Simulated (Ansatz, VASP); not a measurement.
**Two plane-wave programs on GaAs**

File INCAR:

```
PREC = Accurate
ENCUT = 520
EDIFF = 1E-6
ISMEAR = 0
SIGMA = 0.02
LREAL = Auto
LASPH = T
NELM = 80
ALGO = Normal
ISIF = 2
LWAVE = F
LCHARG = F
GGA = CA
NBANDS = 166
```

The input KPOINTS:

```
regular mesh
0
Gamma
  3 3 3
```

File POSCAR:

```
GaAs
1.0
    5.6033815906     -5.6033815906      5.6033815906
   -5.6033815906     -5.6033815906     -5.6033815906
    5.6033815906      5.6033815906     -5.6033815906
Ga As
16 16
Direct
    0.5000000000      0.7500000000      0.7500000000
    0.7500000000      0.7500000000      0.5000000000
    0.7500000000      0.5000000000      0.7500000000
    0.0000000000      0.7500000000      0.2500000000
    0.0000000000      0.5000000000      0.5000000000
    0.0000000000      0.2500000000      0.7500000000
    0.2500000000      0.7500000000      0.0000000000
    0.2500000000      0.5000000000      0.2500000000
    0.2500000000      0.2500000000      0.5000000000
    0.2500000000      0.0000000000      0.7500000000
    0.5000000000      0.5000000000      0.0000000000
    0.5000000000      0.2500000000      0.2500000000
    0.5000000000      0.0000000000      0.5000000000
    0.7500000000      0.2500000000      0.0000000000
    0.7500000000      0.0000000000      0.2500000000
    0.0000000000      0.0000000000      0.0000000000
    0.5000000000      0.0000000000      0.7500000000
    0.7500000000      0.0000000000      0.5000000000
    0.7500000000      0.7500000000      0.7500000000
    0.0000000000      0.0000000000      0.2500000000
    0.0000000000      0.7500000000      0.5000000000
    0.0000000000      0.5000000000      0.7500000000
    0.2500000000      0.0000000000      0.0000000000
    0.2500000000      0.7500000000      0.2500000000
    0.2500000000      0.5000000000      0.5000000000
    0.2500000000      0.2500000000      0.7500000000
    0.5000000000      0.7500000000      0.0000000000
    0.5000000000      0.5000000000      0.2500000000
    0.5000000000      0.2500000000      0.5000000000
    0.7500000000      0.5000000000      0.0000000000
    0.7500000000      0.2500000000      0.2500000000
    0.0000000000      0.2500000000      0.0000000000
```

Input for Ansatz:

```yaml
crystal:
  lattice:
    - [5.6033815906, -5.6033815906, 5.6033815906]
    - [-5.6033815906, -5.6033815906, -5.6033815906]
    - [5.6033815906, 5.6033815906, -5.6033815906]
  atoms:
    - { symbol: Ga, position: [0.5, 0.75, 0.75] }
    - { symbol: Ga, position: [0.75, 0.75, 0.5] }
    - { symbol: Ga, position: [0.75, 0.5, 0.75] }
    - { symbol: Ga, position: [0.0, 0.75, 0.25] }
    - { symbol: Ga, position: [0.0, 0.5, 0.5] }
    - { symbol: Ga, position: [0.0, 0.25, 0.75] }
    - { symbol: Ga, position: [0.25, 0.75, 0.0] }
    - { symbol: Ga, position: [0.25, 0.5, 0.25] }
    - { symbol: Ga, position: [0.25, 0.25, 0.5] }
    - { symbol: Ga, position: [0.25, 0.0, 0.75] }
    - { symbol: Ga, position: [0.5, 0.5, 0.0] }
    - { symbol: Ga, position: [0.5, 0.25, 0.25] }
    - { symbol: Ga, position: [0.5, 0.0, 0.5] }
    - { symbol: Ga, position: [0.75, 0.25, 0.0] }
    - { symbol: Ga, position: [0.75, 0.0, 0.25] }
    - { symbol: Ga, position: [0.0, 0.0, 0.0] }
    - { symbol: As, position: [0.5, 0.0, 0.75] }
    - { symbol: As, position: [0.75, 0.0, 0.5] }
    - { symbol: As, position: [0.75, 0.75, 0.75] }
    - { symbol: As, position: [0.0, 0.0, 0.25] }
    - { symbol: As, position: [0.0, 0.75, 0.5] }
    - { symbol: As, position: [0.0, 0.5, 0.75] }
    - { symbol: As, position: [0.25, 0.0, 0.0] }
    - { symbol: As, position: [0.25, 0.75, 0.25] }
    - { symbol: As, position: [0.25, 0.5, 0.5] }
    - { symbol: As, position: [0.25, 0.25, 0.75] }
    - { symbol: As, position: [0.5, 0.75, 0.0] }
    - { symbol: As, position: [0.5, 0.5, 0.25] }
    - { symbol: As, position: [0.5, 0.25, 0.5] }
    - { symbol: As, position: [0.75, 0.5, 0.0] }
    - { symbol: As, position: [0.75, 0.25, 0.25] }
    - { symbol: As, position: [0.0, 0.25, 0.0] }
basis:
  ecutwfc: 420
  xc_grid: 2
kpoints:
  mp_grid: { grid: [3, 3, 3], shift: [0.0, 0.0, 0.0] }
hamiltonian:
  xc: lda
scf:
  occupations: { method: gaussian, width: 0.02 }
output:
  forces: true
  stress: true
  eigenvalues: true
```

Alike in both runs: task single point; functional LDA; k mesh 3 × 3 × 3; occupations gaussian, width 0.02 eV; no spin polarisation.

|  | VASP | Ansatz |
| --- | --- | --- |
| version | VASP 6.6.1 | Ansatz 0.2.0 |
| potentials or method | VASP PAW LDA potentials, release 64 (Ga_d, As), cutoff 520 eV | scalar-relativistic, plane waves, PAW |
| valence electrons in the cell | 288 | 448 |

```tsv
	VASP	Ansatz	Ansatz less VASP
gap on the k mesh at the Fermi level (eV)	0.53	0.49	-0.049
least direct gap on the mesh (eV)	0.53	0.49	-0.049
pressure (GPa)	0.2	0.0	-0.20
```

LDA's correlation is that of Perdew and Zunger in VASP and of Perdew and Wang (1992) in Ansatz. VASP's potentials hold 288 valence electrons a cell and Ansatz's 448, so a difference there can come from the potentials and not from the codes.
